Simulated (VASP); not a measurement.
A run of VASP 6.6.1 is set up as follows.

Contents of INCAR:

```
SYSTEM = In
PREC = Accurate ; ENCUT = 600
EDIFF = 1E-6 ; ISMEAR = -1
SIGMA = 0.08 ; LREAL = .FALSE.
LASPH = .TRUE. ; NELM = 80
ALGO = Normal ; ISIF = 3
LWAVE = .FALSE. ; LCHARG = .FALSE.
GGA = PE ; IBRION = 2
NSW = 32 ; EDIFFG = -0.005
PSTRESS = 1400.0
```

The input KPOINTS:

```
Automatic mesh
0
G
  18 18 18
  0 0 0
```

The input POSCAR:

```
In
1.0
   -1.5169579684      1.5169579684      1.5169579684
    1.5169579684     -1.5169579684      1.5169579684
    1.5169579684      1.5169579684     -1.5169579684
In
1
Direct
    0.0000000000      0.0000000000      0.0000000000
```

Potentials or basis: VASP PAW PBE potentials, release 64 (In_d).

The run is started by

```sh
$ cat potpaw_PBE.64/In_d/POTCAR > POTCAR
$ mpirun -np 1 vasp_std > vasp.out
```

What does it give for the relaxed cell?

a = 2.628 Å, b = 2.628 Å, c = 2.628 Å, α = 109.47°, β = 109.47°, γ = 109.47°.

What does it give for the relaxed volume?

13.98 Å³/atom.

Final structure:
```yaml
crystal:
  lattice:
    - [-1.51740, 1.51740, 1.51740]
    - [1.51740, -1.51740, 1.51740]
    - [1.51740, 1.51740, -1.51740]
  atoms:
    - { symbol: In, position: [0.00000, 0.00000, 0.00000] }
```

Caveat: the cell is relaxed towards a set pressure, so the enthalpy falls and the energy may rise.
